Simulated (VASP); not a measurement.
BiB, 2 atoms in the cell. It takes space group F-43m (No. 216, cubic). The conventional cell has a = 5.454 Å, b = 5.454 Å, c = 5.454 Å, α = 90.00°, β = 90.00°, γ = 90.00°. Within 3.1 Å of B (site symmetry -43m) lie 4 Bi at 2.36 Å. Within 3.1 Å of Bi (site symmetry -43m) lie 4 B at 2.36 Å. 

* Program: VASP 6.6.1
* Task: relaxation of cell and atoms
* Functional: r2SCAN
* Dispersion: rVV10
* Potentials or basis: VASP PAW PBE potentials, release 64 (B, Bi_d)
* Cutoff: 600 eV
* k mesh: 8 × 8 × 8
* Occupations: fermi-dirac, width 0.03 eV
* Spin: no spin polarisation
* Dipole correction: no
* Further INCAR settings: ALGO = Normal; EDIFF = 1e-06; IBRION = 2; EDIFFG = -0.01; NSW = 100; ISIF = 3

Potentials or basis: VASP PAW PBE potentials, release 64 (B, Bi_d).

The run is started by

```console
$ cat potpaw_PBE.64/B/POTCAR potpaw_PBE.64/Bi_d/POTCAR > POTCAR
$ cp INCAR.step1 INCAR
$ mpirun -np 1 vasp_std > vasp.out
$ cp INCAR.step2 INCAR
$ mpirun -np 1 vasp_std > vasp.out
```

Hardware: 1 thread of Intel(R) Xeon(R) Platinum 8375C CPU @ 2.90GHz (Ice Lake), on a shared host.

Task: How long does it take, and how much memory?

Result: Wall time 6.8 min on 1 thread of Intel(R) Xeon(R) Platinum 8375C CPU @ 2.90GHz (Ice Lake), with other jobs on the host, peak memory 0.33 GiB. Counts: k points 29, ion steps 3.
